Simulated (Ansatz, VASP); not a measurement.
# WS2: VASP beside Ansatz

Contents of INCAR:

```
SYSTEM = WS2
ALGO     = Normal         ! electronic algorithm
EDIFF    = 1E-8           ! SCF threshold, eV
ENCUT    = 520            ! plane-wave cutoff, eV
GGA      = PS             ! functional
ISIF     = 2              ! what is computed and relaxed
ISMEAR   = -1             ! smearing method
LASPH    = .TRUE.         ! aspherical terms in the spheres
LCHARG   = .FALSE.        ! write CHGCAR
LEFG     = .TRUE.       
LREAL    = .FALSE.        ! projectors in reciprocal space
LWAVE    = .FALSE.        ! write WAVECAR
NBANDS   = 20             ! bands
NELM     = 80             ! most SCF steps
PREC     = Accurate       ! precision mode
SIGMA    = 0.03           ! smearing width, eV
```

The input KPOINTS:

```
k-points
0
G
  15 15 15
  0 0 0
```

Contents of POSCAR:

```
WS2
1.0
    1.5894576452      0.9176737993      6.2041479445
   -1.5894576452      0.9176737993      6.2041479445
    0.0000000000     -1.8353475986      6.2041479445
W S
1 2
Direct
    0.0000000000      0.0000000000      0.0000000000
    0.7503000000      0.7503000000      0.7503000000
    0.5810000000      0.5810000000      0.5810000000
```

Input for Ansatz:

```yaml
crystal:
  lattice:
    - [1.5894576452, 0.9176737993, 6.2041479445]
    - [-1.5894576452, 0.9176737993, 6.2041479445]
    - [0.0, -1.8353475986, 6.2041479445]
  atoms:
    - { symbol: W, position: [0.0, 0.0, 0.0] }
    - { symbol: S, position: [0.7503, 0.7503, 0.7503] }
    - { symbol: S, position: [0.581, 0.581, 0.581] }
kpoints:
  mp_grid: { grid: [15, 15, 15] }
scf:
  occupations: { method: fermi_dirac, width: 0.03 }
hamiltonian:
  xc: pbesol
  pseudopotentials: { kind: paw }
output:
  forces: true
  stress: true
  eigenvalues: true
  efg: { contact_densities: true }
```

Change from the starting cell: volume scaled by 1.02, PAW files.

Alike in both runs: task electric field gradients; functional PBEsol; k mesh 15 × 15 × 15; occupations fermi-dirac, width 0.03 eV; no spin polarisation.

|  | VASP | Ansatz |
| --- | --- | --- |
| version | VASP 6.6.1 | Ansatz 0.2.0 |
| potentials or method | VASP PAW PBE potentials, release 64 (W_sv, S) | PAW with Ansatz's default frozen-core files, scalar-relativistic |
| plane-wave cutoff (eV) | 520 | 420 |
| valence electrons in the cell | 26 | 26 |

Ansatz gave:

* pressure (GPa): -3.8
* traceless stress, the component that is largest in VASP (GPa): 0.49
* rms of the force components (eV/Å): 0.303
* size of Vzz on the site where it differs most (V/Å²): 169.0

Task: What did VASP give for the same quantities?

Result: Pressure (GPa): -3.7; traceless stress, the component that is largest in VASP (GPa): 0.51; rms of the force components (eV/Å): 0.298; size of Vzz on the site where it differs most (V/Å²): 150.2.

VASP's potentials were made for PBE, not for PBEsol. Atom by atom the forces differ by 0.009 eV/Å (rms over components).

Neither program's run includes spin-orbit coupling.
